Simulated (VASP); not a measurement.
Wanted: the native input for a VASP 6.6.1 run.

| Item | Value |
| --- | --- |
| Task | single point |
| Functional | r2SCAN |
| Potentials or basis | VASP PAW PBE potentials, release 64 (Si) |
| Cutoff | 520 eV |
| k mesh | 12 × 12 × 2 |
| Occupations | fermi-dirac, width 0.02 eV |
| Spin | no spin polarisation |
| Dipole correction | no |
| Further INCAR settings | ALGO = Normal; EDIFF = 1e-07; NBANDS = 26 |

Crystal: Si.

```
Si
1.0
     3.84017    0.00000    0.00000
    -1.92009    3.32569    0.00000
     0.00000    0.00000   12.62367
Si
8
Direct
  0.00000 0.00000 0.00055
  0.33333 0.66667 0.24967
  0.00000 0.00000 0.50055
  0.66667 0.33333 0.74967
  0.00000 0.00000 0.18695
  0.33333 0.66667 0.43783
  0.00000 0.00000 0.68695
  0.66667 0.33333 0.93783
```

This isn't the form of Si at room conditions, which is diamond.

The input as run:

POSCAR

```
Si
1.0
    3.8401748445      0.0000000000      0.0000000000
   -1.9200874223      3.3256889703      0.0000000000
    0.0000000000      0.0000000000     12.6236709107
Si
8
Direct
    0.0000000000      0.0000000000      0.0005516775
    0.3333333333      0.6666666667      0.2496687365
    0.0000000000      0.0000000000      0.5005516775
    0.6666666667      0.3333333333      0.7496687365
    0.0000000000      0.0000000000      0.1869483225
    0.3333333333      0.6666666667      0.4378312635
    0.0000000000      0.0000000000      0.6869483225
    0.6666666667      0.3333333333      0.9378312635
```

INCAR.step1

```
SYSTEM = Si
PREC = Accurate ; ENCUT = 520
ISMEAR = -1 ; SIGMA = 0.02
LREAL = .False. ; LASPH = .True.
NELM = 100 ; NBANDS = 26
GGA = PE ; ALGO = Normal
EDIFF = 1E-4 ; LWAVE = .True.
LCHARG = .False.
```

INCAR.step2

```
SYSTEM = Si
PREC = Accurate ; ENCUT = 520
EDIFF = 1E-7 ; ISMEAR = -1
SIGMA = 0.02 ; LREAL = .False.
LASPH = .True. ; NELM = 100
ALGO = Normal ; ISIF = 2
LWAVE = .False. ; LCHARG = .True.
METAGGA = R2SCAN ; LMIXTAU = .True.
LELF = .True. ; LVHAR = .True.
NBANDS = 26 ; ISTART = 1
```

KPOINTS

```
regular mesh
0
Gamma
  12 12 2
  0 0 0
```

Potentials or basis: VASP PAW PBE potentials, release 64 (Si).

The run is started by

```sh
$ cat potpaw_PBE.64/Si/POTCAR > POTCAR
$ cp INCAR.step1 INCAR
$ mpirun -np 1 vasp_std > vasp.out
$ cp INCAR.step2 INCAR
$ mpirun -np 1 vasp_std > vasp.out
```

It gave:

```json
{
  "Pressure": "-0.2 GPa",
  "Band gap on the k mesh": "0.78 eV (least direct gap 1.62 eV)"
}
```

Caveat: semilocal functionals underestimate gaps, and a narrow one can read as zero; the PAW data sets were made with another functional, which shifts forces and pressure a little.

It took 11 min on 1 thread of Intel(R) Xeon(R) Platinum 8259CL CPU @ 2.50GHz (Skylake/Cascade Lake), with other jobs on the host, peak memory 0.36 GiB.
